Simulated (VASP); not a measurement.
A run of VASP 6.6.1:

Contents of INCAR:

```
ALGO     = Normal         # electronic algorithm
EDIFF    = 1E-8           # SCF threshold, eV
ENCUT    = 520            # plane-wave cutoff, eV
GGA      = CA             # functional
ISIF     = 2              # what is computed and relaxed
ISMEAR   = -1             # smearing method
LASPH    = T              # aspherical terms in the spheres
LCHARG   = F              # write CHGCAR
LEFG     = T            
LREAL    = F              # projectors in reciprocal space
LWAVE    = F              # write WAVECAR
NBANDS   = 20             # bands
NELM     = 100            # most SCF steps
PREC     = Accurate       # precision mode
SIGMA    = 0.08           # smearing width, eV
```

The input KPOINTS:

```
k-points
0
Gamma
  17 17 9
```

Contents of POSCAR:

```
Tc
1.0
    2.7948001738      0.0000000000      0.0000000000
   -1.3974000869      2.4203679491      0.0000000000
    0.0000000000      0.0000000000      4.3980000000
Tc
2
Direct
    0.3333333333      0.6666666667      0.2500000000
    0.6666666667      0.3333333333      0.7500000000
```

Potentials or basis: VASP PAW LDA potentials, release 64 (Tc_pv).

The run is started by

```bash
$ cat potpaw_LDA.64/Tc_pv/POTCAR > POTCAR
$ mpirun -np 1 vasp_std > vasp.out
```

Hardware: 1 thread of Intel Xeon 6975P-C, with other jobs on the host.

How long does it take, and how much memory?

It took 54 s on 1 thread of Intel Xeon 6975P-C, on a shared host, peak memory 0.2 GiB. Counts: scf iterations 13, k points 165.
